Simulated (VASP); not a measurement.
Crystal: Al.

```
CELL_PARAMETERS angstrom
0.00000 2.02481 2.02481
2.02481 0.00000 2.02481
2.02481 2.02481 0.00000
ATOMIC_POSITIONS crystal
Al 0.00000 0.00000 0.00000
```

Base run:

* Program: VASP 6.6.1
* Functional: PBE
* Dispersion: D4
* Potentials or basis: VASP PAW PBE potentials, release 64 (Al)
* Cutoff: 500 eV
* k mesh: 11 × 11 × 11
* Occupations: fermi-dirac, width 0.15 eV
* Spin: no spin polarisation

Its results: band gap on the k mesh zero (an odd number of electrons rules out a gap without spin polarisation); pressure -3.6 GPa.

Problem. The run is repeated on the same cell with these changes: dispersion from D4 to none. What comes out?

Solution. Band gap on the k mesh zero (an odd number of electrons rules out a gap without spin polarisation); pressure -0.4 GPa.

Dispersion adds attraction, which lowers the pressure at fixed volume and, as a term added to the energy, leaves the levels alone.

Caveats: the cell stands under tension (at least some runs).
